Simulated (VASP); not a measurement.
Crystal: TiTe2.

```xyz
3
Lattice="3.7770 0.0000 0.0000 -1.8885 3.2710 0.0000 0.0000 0.0000 6.4980" Properties=species:S:1:pos:R:3 pbc="T T T"
Te    0.0000    2.1807    4.7903
Te    1.8885    1.0903    1.7077
Ti    0.0000    0.0000    0.0000
```

```yaml
Program: VASP 6.6.1
Task: relaxation of cell and atoms
Functional: BLYP
Dispersion: D3(BJ)
Potentials_or_basis: VASP PAW PBE potentials, release 64 (Te, Ti_sv)
Cutoff: 600 eV
k_mesh: 8 × 8 × 4
Occupations: fermi-dirac, width 0.05 eV
Spin: no spin polarisation
```

At the start: pressure -1.5 GPa; volume 26.76 Å³/atom.

Problem. How do energy, volume and symmetry change on relaxing?

Solution. Over 10 steps the energy falls by 9.1 meV/atom and the volume is 25.50 Å³/atom (-4.7 %); space group P-3m1 (No. 164, to 0.05 Å).

Step by step:
```csv
step,energy change (eV),largest force (eV/Å),pressure (GPa),volume (Å³)
1,0.0000,0.0849,-1.49,80.28
2,-0.0095,0.3840,0.79,77.43
3,-0.0108,0.3058,0.18,78.15
4,-0.0188,0.2199,0.16,77.56
5,-0.0260,0.0599,0.23,75.82
6,-0.0267,0.0150,0.20,76.26
7,-0.0267,0.0082,0.20,76.22
8,-0.0269,0.0335,-0.23,76.72
9,-0.0270,0.0184,-0.08,76.53
10,-0.0272,0.0077,0.00,76.51
```

Final structure:
```
CELL_PARAMETERS angstrom
3.74813 0.00000 0.00000
-1.87407 3.24598 0.00000
0.00000 0.00000 6.28901
ATOMIC_POSITIONS crystal
Te 0.33333 0.66667 0.72901
Te 0.66667 0.33333 0.27099
Ti 0.00000 0.00000 0.00000
```

Caveat: the PAW data sets were made with another functional, which shifts forces and pressure a little.
